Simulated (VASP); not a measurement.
Runs of VASP 6.6.1 on Mo. The structure is that of space group Im-3m (No. 229), or close to it. The cells are those of the table. 

```tsv
task	cell	k mesh for the DOS	occupations for the DOS	gap on the mesh (eV)	pressure (GPa)
single point	a = 2.583 Å, angles 109.5°, 1 atom	-	-	none	50.1
single point	a = 2.370 Å, angles 109.5°, 1 atom	-	-	none	247.6
single point	a = 2.481 Å, angles 109.5°, 1 atom	-	-	none	(a)
single point	a = 2.248 Å, angles 109.5°, 1 atom	-	-	none	468.3
```

Alike in all rows: level LDA; potentials or basis VASP PAW LDA potentials, release 64 (Mo_sv); no spin polarisation; k mesh 17 × 17 × 17; cutoff (eV) 520; smearing fermi-dirac 0.08 eV.

Fill in the values left out.

(a) 122.3.

A k mesh can miss the band edges, and the runs leave out spin-orbit coupling on Mo.

A gap of «none» marks levels without a gap at the run's occupations.
